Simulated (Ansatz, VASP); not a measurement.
**TiO2 in VASP and in Ansatz**

Contents of INCAR:

```
  PREC = Accurate
  ENCUT = 520
  EDIFF = 1E-7
  ISMEAR = 0
  SIGMA = 0.01
  LREAL = False
  LASPH = True
  NELM = 80
  ALGO = Normal
  ISIF = 2
  LWAVE = False
  LCHARG = False
  GGA = PS
  NBANDS = 33
```

KPOINTS

```
regular mesh
0
Gamma
  5 5 4
```

The input POSCAR:

```
TiO2
1.0
    2.7060300000     -2.7066600000      0.0000000000
    2.7060300000      2.7066600000      0.0000000000
   -2.6335300000      0.0000000000      4.7966400000
Ti O
2 4
Direct
    0.1341100000      0.8658900000      0.2500000000
    0.8658900000      0.1341100000      0.7500000000
    0.3312200000      0.0887600000      0.6671500000
    0.6687800000      0.9112400000      0.3328500000
    0.9112400000      0.6687800000      0.8328500000
    0.0887600000      0.3312200000      0.1671500000
```

Input for Ansatz:

```yaml
crystal:
  lattice:
    - [2.70603, -2.70666, 0.0]
    - [2.70603, 2.70666, 0.0]
    - [-2.63353, 0.0, 4.79664]
  atoms:
    - { symbol: Ti, position: [0.13411, 0.86589, 0.25] }
    - { symbol: Ti, position: [0.86589, 0.13411, 0.75] }
    - { symbol: O, position: [0.33122, 0.08876, 0.66715] }
    - { symbol: O, position: [0.66878, 0.91124, 0.33285] }
    - { symbol: O, position: [0.91124, 0.66878, 0.83285] }
    - { symbol: O, position: [0.08876, 0.33122, 0.16715] }
kpoints:
  mp_grid:
    grid: [5, 5, 4]
hamiltonian:
  xc: pbesol
  pseudopotentials:
    kind: paw
scf:
  occupations:
    method: fixed
output:
  band_densities:
    - { bands: [v3, v1] }
    - { bands: [c1, c1] }
```

Alike in both runs: task single point; functional PBEsol; k mesh 5 × 5 × 4; no spin polarisation.

|  | VASP | Ansatz |
| --- | --- | --- |
| version | VASP 6.6.1 | Ansatz 0.2.0 |
| potentials or method | VASP PAW PBE potentials, release 64 (Ti_sv, O) | plane waves, PAW |
| plane-wave cutoff (eV) | 520 | 420 |
| occupations | gaussian, width 0.01 eV | fixed |
| valence electrons in the cell | 48 | 48 |

```tsv
	VASP	Ansatz	Ansatz less VASP
gap on the k mesh at the Fermi level (eV)	1.99	2.01	+0.023
```

VASP's potentials were made for PBE, not for PBEsol.
